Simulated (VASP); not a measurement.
# GeB2C3 (P4/mmm) in VASP: further runs

Runs on GeB2C3. Level: PBE. Tasks: single point, relaxation of cell and atoms.

Everything below comes from runs of VASP 6.6.1. Logs are shortened: lines on timing, memory, paths and dates and some standing lists are left out, and cuts for length are marked.

## (1) The cell of the first run

Symmetry: P4/mmm, No. 123, tetragonal system. The conventional cell has a = 2.595 Å, b = 2.595 Å, c = 7.908 Å, α = 90.00°, β = 90.00°, γ = 90.00°. Within 2.9 Å of Ge (site symmetry 4/mmm) lie 2 B at 2.16 Å and 4 Ge at 2.59 Å. B (site symmetry 4mm) has 4 C at 1.89 Å and 1 Ge at 2.16 Å within 2.5 Å. Within 1.8 Å of C (site symmetry 4mm) lie 1 C at 1.35 Å. C (site symmetry 4/mmm) has 2 C at 1.35 Å within 1.8 Å.

## (2) Single point, PBE

INCAR

```
SYSTEM = GeB2C3
ALGO     = Normal         ! electronic algorithm
EDIFF    = 1E-6           ! SCF threshold, eV
ENCUT    = 520            ! plane-wave cutoff, eV
GGA      = PE             ! functional
ISIF     = 2              ! what is computed and relaxed
ISMEAR   = 0              ! smearing method
LASPH    = .True.         ! aspherical terms in the spheres
LCHARG   = .False.        ! write CHGCAR
LREAL    = .False.        ! projectors in reciprocal space
LWAVE    = .False.        ! write WAVECAR
NBANDS   = 25             ! bands
NELM     = 100            ! most SCF steps
PREC     = Accurate       ! precision mode
SIGMA    = 0.1            ! smearing width, eV
```

KPOINTS

```
k-points
0
Gamma
  6 6 2
  0 0 0
```

POSCAR

```
GeB2C3
1.0
    2.5946449905      0.0000000000      0.0000000000
    0.0000000000      2.5946449905      0.0000000000
    0.0000000000      0.0000000000      7.9077983178
Ge B C
1 2 3
Direct
    0.5000000000      0.5000000000      0.0000000000
    0.5000000000      0.5000000000      0.2727333484
    0.5000000000      0.5000000000      0.7272666516
    0.0000000000      0.0000000000      0.6701023653
    0.0000000000      0.0000000000      0.3298976347
    0.0000000000      0.0000000000      0.5000000000
```

Potentials or basis: VASP PAW PBE potentials, release 64 (Ge_d, B, C).

On the command line:

```sh
$ cat potpaw_PBE.64/Ge_d/POTCAR potpaw_PBE.64/B/POTCAR potpaw_PBE.64/C/POTCAR > POTCAR
$ mpirun -np 1 vasp_std > vasp.out
```

OUTCAR:

```text
SYSTEM = GeB2C3
   EDIFF = 1E-6
   ENCUT = 520
   GGA = PE
   ISIF = 2
   ISMEAR = 0
   LASPH = .True.
   LREAL = .False.
   NELM = 100
   PREC = Accurate

 ion  position               nearest neighbor table
   1  0.500  0.500  0.000-   2 2.16   3 2.16
   2  0.500  0.500  0.273-   5 1.89   5 1.89   5 1.89   5 1.89   1 2.16
   3  0.500  0.500  0.727-   4 1.89   4 1.89   4 1.89   4 1.89   1 2.16
   4  0.000  0.000  0.670-   6 1.35   3 1.89   3 1.89   3 1.89   3 1.89
   5  0.000  0.000  0.330-   6 1.35   2 1.89   2 1.89   2 1.89   2 1.89
   6  0.000  0.000  0.500-   4 1.35   5 1.35

  LATTYP: Found a simple tetragonal cell.
 ALAT       =     2.5946449905
 C/A-ratio  =     3.0477380708

  Lattice vectors:

 A1 = (   2.5946449905,   0.0000000000,   0.0000000000)
 A2 = (   0.0000000000,   2.5946449905,   0.0000000000)
 A3 = (   0.0000000000,   0.0000000000,   7.9077983178)

Analysis of symmetry for initial positions (statically):
=====================================================================
 Subroutine PRICEL returns:
 Original cell was already a primitive cell.

 Routine SETGRP: Setting up the symmetry group for a
 simple tetragonal supercell.

 Subroutine GETGRP returns: Found 16 space group operations
 (whereof 16 operations were pure point group operations)
 out of a pool of 16 trial point group operations.

The static configuration has the point symmetry D_4h.

Analysis of symmetry for dynamics (positions and initial velocities):
=====================================================================
 Subroutine PRICEL returns:
 Original cell was already a primitive cell.

 Routine SETGRP: Setting up the symmetry group for a
 simple tetragonal supercell.

 Subroutine GETGRP returns: Found 16 space group operations
 (whereof 16 operations were pure point group operations)
 out of a pool of 16 trial point group operations.

The dynamic configuration has the point symmetry D_4h.

 Subroutine INISYM returns: Found 16 space group operations
 (whereof 16 operations are pure point group operations),
 and found     1 'primitive' translations

----------------------------------------------------------------------------------------

                                     Primitive cell

  volume of cell :      53.2367

  direct lattice vectors                    reciprocal lattice vectors
     2.594644990  0.000000000  0.000000000     0.385409181  0.000000000  0.000000000
     0.000000000  2.594644990  0.000000000     0.000000000  0.385409181  0.000000000
     0.000000000  0.000000000  7.907798318     0.000000000  0.000000000  0.126457449

  length of vectors
     2.594644990  2.594644990  7.907798318     0.385409181  0.385409181  0.126457449

  position of ions in fractional coordinates (direct lattice)
     0.500000000  0.500000000  0.000000000
     0.500000000  0.500000000  0.272733348
     0.500000000  0.500000000  0.727266652
     0.000000000  0.000000000  0.670102365
     0.000000000  0.000000000  0.329897635
     0.000000000  0.000000000  0.500000000

  ion indices of the primitive-cell ions
   primitive index   ion index
                 1           1
                 2           2
                 3           3
                 4           4
                 5           5
                 6           6

----------------------------------------------------------------------------------------

 KPOINTS: k-points

Automatic generation of k-mesh.
 Grid dimensions read from file:
 generate k-points for:    6    6    2

 Generating k-lattice:

  Cartesian coordinates                     Fractional coordinates (reciprocal lattice)
     0.064234863  0.000000000  0.000000000     0.166666667  0.000000000  0.000000000
     0.000000000  0.064234863  0.000000000     0.000000000  0.166666667  0.000000000
     0.000000000  0.000000000  0.063228724     0.000000000  0.000000000  0.500000000

  Length of vectors
     0.064234863  0.064234863  0.063228724

  Shift w.r.t. Gamma in fractional coordinates (k-lattice)
     0.000000000  0.000000000  0.000000000

 Subroutine IBZKPT returns following result:
 ===========================================

 Found     20 irreducible k-points:

 Following reciprocal coordinates:
            Coordinates               Weight
  0.000000  0.000000  0.000000      1.000000
  0.166667  0.000000  0.000000      4.000000
  0.333333  0.000000  0.000000      4.000000
  0.500000  0.000000  0.000000      2.000000
  0.166667  0.166667  0.000000      4.000000
  0.333333  0.166667  0.000000      8.000000
[... 12 lines left out ...]
  0.500000  0.333333  0.500000      4.000000
  0.500000  0.500000  0.500000      1.000000
   k-points           NKPTS =     20   k-points in BZ     NKDIM =     20   number of bands    NBANDS=     25
   number of dos      NEDOS =    301   number of ions     NIONS =      6
   total plane-waves  NPLWV =  24000
   dimension x,y,z NGX =    20 NGY =   20 NGZ =   60
   dimension x,y,z NGXF=    40 NGYF=   40 NGZF=  120
   ions per type =               1   2   3
   NGX,Y,Z   is equivalent  to a cutoff of  12.81, 12.81, 12.61 a.u.
   NGXF,Y,Z  is equivalent  to a cutoff of  25.63, 25.63, 25.23 a.u.
 SYSTEM =  GeB2C3
   PREC   = accura    normal or accurate (medium, high low for compatibility)
   ISTART =      0    job   : 0-new  1-cont  2-samecut
   ICHARG =      2    charge: 1-file 2-atom 10-const
   ISPIN  =      1    spin polarized calculation?
   LNONCOLLINEAR =      F non collinear calculations
   LSORBIT =      F    spin-orbit coupling
   LASPH  =      T    aspherical Exc in radial PAW
   ENCUT  =  520.0 eV  38.22 Ry    6.18 a.u.   4.82  4.82 14.70*2*pi/ulx,y,z
   NELM   =    100;   NELMIN=  2; NELMDL= -5     # of ELM steps
   EDIFF  = 0.1E-05   stopping-criterion for ELM
   LREAL  =      F    real-space projection
   EDIFFG = 0.1E-04   stopping-criterion for IOM
   NSW    =      0    number of steps for IOM
   IBRION =     -1    ionic relax: 0-MD 1-quasi-New 2-CG
   NFREE  =      0    steps in history (QN), initial steepest desc. (CG)
   ISIF   =      2    stress and relaxation
   ISYM   =      2    0-nonsym 1-usesym 2-fastsym
   POTIM  = 0.5000    time-step for ionic-motion
   TEBEG  =    0.0;   TEEND  =   0.0 temperature during run
   PSTRESS=    0.0 pullay stress
   NELECT =      32.0000    total number of electrons
   NUPDOWN=      -1.0000    fix difference up-down
   EMIN   =  10.00;   EMAX   =-10.00  energy-range for DOS
   EFERMI =   0.00;   METHOD = LEGACY
   ISMEAR =     0;   SIGMA  =   0.10  broadening in eV -4-tet -1-fermi 0-gaus
   EFERMI_NEDOS =   21; number of points for ismear=-14 and -15
   IALGO  =     38    algorithm
   IMIX   =      4    mixing-type and parameters
     AMIX     =   0.40;   BMIX     =  1.00
     AMIX_MAG =   1.60;   BMIX_MAG =  1.00
  volume/ion in A,a.u.               =       8.87        59.88
  Fermi-wavevector in a.u.,A,eV,Ry     =   1.381617  2.610878 25.971692  1.908866
  Thomas-Fermi vector in A             =   2.506385
   LORBIT       =      0    0 simple, 1 ext, 2 COOP (PROOUT), +10 PAW based schemes
   GGA     = PE    functional components
   LHFCALC =     F    Hartree Fock is set to
   AEXX    =    0.0000 exact exchange contribution
   IVDW    =     0    specifies the selected vdW correction
   LEPSILON=     F    determine dielectric tensor
   LRPA    =     F    only Hartree local field effects (RPA)
 non-spin polarized calculation
 Gauss-broadening in eV      SIGMA  =   0.10
  energy-cutoff  :      520.00
  volume of cell :       53.24
 maximum number of plane-waves:      1460
 NGX is ok and might be reduce to    20
   NGX =  9   NGY =  9   NGZ = 29

 number of electron      32.0000021 magnetization

 Free energy of the ion-electron system (eV)
  ---------------------------------------------------
  ext. energy  EPLUGINS =         0.00000000
  ---------------------------------------------------
  free energy    TOTEN  =       -37.87548487 eV

  energy without entropy =      -37.86270981  energy(sigma->0) =      -37.86909734

 E-fermi :   7.1232     XC(G=0): -11.9407

 val. band max:        7.1041020326   @ k =   0.5000   0.1667   0.5000
 cond. band min:       7.1252785958   @ k =   0.3333   0.3333   0.5000
 fundamental gap:      0.0211765632
 Fermi energy:         7.1231724712

 k-point     1 :       0.0000    0.0000    0.0000
  band No.  band energies     occupation
      1     -17.5866      2.00000
      2     -17.3621      2.00000
      3     -17.2373      2.00000
      4     -17.1930      2.00000
      5     -17.1930      2.00000
      6     -11.4051      2.00000
[... 17 lines left out ...]
     24      16.6468      0.00000
     25      16.9489      0.00000

 k-point     2 :       0.1667    0.0000    0.0000
  band No.  band energies     occupation
      1     -17.5398      2.00000
      2     -17.3331      2.00000
      3     -17.2602      2.00000
      4     -17.2233      2.00000
      5     -17.1906      2.00000
      6     -10.9939      2.00000
[... 17 lines left out ...]
     24      16.4957      0.00000
     25      16.9000      0.00000

 k-point     3 :       0.3333    0.0000    0.0000
  band No.  band energies     occupation
      1     -17.4761      2.00000
      2     -17.3058      2.00000
      3     -17.2830      2.00000
      4     -17.2462      2.00000
      5     -17.1855      2.00000
      6      -9.9116      2.00000
[... 17 lines left out ...]
     24      15.5869      0.00000
     25      16.9334      0.00000

 k-point     4 :       0.5000    0.0000    0.0000
  band No.  band energies     occupation
      1     -17.4565      2.00000
      2     -17.3285      2.00000
      3     -17.3124      2.00000
      4     -17.1910      2.00000
      5     -17.1830      2.00000
      6      -9.0878      2.00000
[... 17 lines left out ...]
     24      16.0698      0.00000
     25      16.2758      0.00000

 k-point     5 :       0.1667    0.1667    0.0000
  band No.  band energies     occupation
      1     -17.4817      2.00000
      2     -17.3157      2.00000
      3     -17.2852      2.00000
      4     -17.2225      2.00000
      5     -17.2180      2.00000
      6     -10.5877      2.00000
[... 17 lines left out ...]
     24      15.8603      0.00000
     25      16.6333      0.00000

 k-point     6 :       0.3333    0.1667    0.0000
  band No.  band energies     occupation
      1     -17.4017      2.00000
      2     -17.3376      2.00000
      3     -17.2790      2.00000
      4     -17.2420      2.00000
      5     -17.2141      2.00000
      6      -9.5232      2.00000
[... 17 lines left out ...]
     24      16.1219      0.00000
     25      16.9843      0.00000
[... 281 lines left out ...]
 k-point    17 :       0.5000    0.1667    0.5000
  band No.  band energies     occupation
      1     -17.3809      2.00000
      2     -17.3629      2.00000
      3     -17.3078      2.00000
      4     -17.2111      2.00000
      5     -17.1871      2.00000
      6      -8.7172      2.00000
[... 17 lines left out ...]
     24      16.6240      0.00000
     25      16.9003      0.00000

 k-point    18 :       0.3333    0.3333    0.5000
  band No.  band energies     occupation
      1     -17.4001      2.00000
      2     -17.2728      2.00000
      3     -17.2685      2.00000
      4     -17.2577      2.00000
      5     -17.2292      2.00000
      6      -8.5134      2.00000
[... 17 lines left out ...]
     24      16.4382      0.00000
     25      16.9658      0.00000

 k-point    19 :       0.5000    0.3333    0.5000
  band No.  band energies     occupation
      1     -17.4307      2.00000
      2     -17.2986      2.00000
      3     -17.2665      2.00000
      4     -17.2345      2.00000
      5     -17.1740      2.00000
      6      -7.7834      2.00000
[... 17 lines left out ...]
     24      14.8615      0.00000
     25      16.0840      0.00000

 k-point    20 :       0.5000    0.5000    0.5000
  band No.  band energies     occupation
      1     -17.4642      2.00000
      2     -17.2940      2.00000
      3     -17.2940      2.00000
      4     -17.1910      2.00000
      5     -17.1376      2.00000
      6      -7.1224      2.00000
[... 17 lines left out ...]
     24      16.2052      0.00000
     25      16.2155      0.00000

------------------------ aborting loop because EDIFF is reached ----------------------------------------

  FORCE on cell =-STRESS in cart. coord.  units (eV):
  Direction    XX          YY          ZZ          XY          YZ          ZX
  --------------------------------------------------------------------------------------
  -------------------------------------------------------------------------------------
  Total       -0.0804485     -0.0804485      0.0811910      0.0000000      0.0000000      0.0000000
  in kB       -2.4211250     -2.4211250      2.4434714      0.0000000      0.0000000      0.0000000
  external PRESSURE =      -0.7995929 kB  Pullay stress =       0.0000000 kB

 VOLUME and BASIS-vectors are now :
 -----------------------------------------------------------------------------
  energy-cutoff  :      520.00
  volume of cell :       53.24
      direct lattice vectors                 reciprocal lattice vectors
     2.594644990  0.000000000  0.000000000     0.385409181  0.000000000  0.000000000
     0.000000000  2.594644990  0.000000000     0.000000000  0.385409181  0.000000000
     0.000000000  0.000000000  7.907798318     0.000000000  0.000000000  0.126457449

 POSITION                                       TOTAL-FORCE (eV/Angst)
 -----------------------------------------------------------------------------------
      1.29732      1.29732      0.00000         0.000000     -0.000000      0.000000
      1.29732      1.29732      2.15672        -0.000000     -0.000000     -0.005861
      1.29732      1.29732      5.75108         0.000000     -0.000000      0.005861
      0.00000      0.00000      5.29903         0.000000      0.000000      0.032360
      0.00000      0.00000      2.60876         0.000000      0.000000     -0.032360
      0.00000      0.00000      3.95390         0.000000     -0.000000      0.000000
 -----------------------------------------------------------------------------------
    total drift:                               -0.000000      0.000000     -0.000000

  FREE ENERGIE OF THE ION-ELECTRON SYSTEM (eV)
  ---------------------------------------------------
  free  energy   TOTEN  =       -37.8754848667 eV

  energy  without entropy=      -37.8627098118  energy(sigma->0) =      -37.86909734
```

It took 14 s on 1 thread of Intel Xeon 6975P-C (Granite Rapids), shared host; peak memory 0.16 GiB.

What came out:

* Free energy: -37.8755 eV
* Pressure: -0.1 GPa
* Largest force: 0.032 eV/Å
* Band gap on the k mesh: zero (band 16 reaches 9.74 eV, above the bottom of band 17 at 4.86 eV)

Forces on the atoms (eV/Å):
```
Ge   0.000  0.000  0.000
B    0.000  0.000 -0.006
B    0.000  0.000  0.006
C    0.000  0.000  0.032
C    0.000  0.000 -0.032
C    0.000  0.000  0.000
```

Caveat: the k points lie up to 0.40 Å⁻¹ apart.

[end of part 1 of 2]
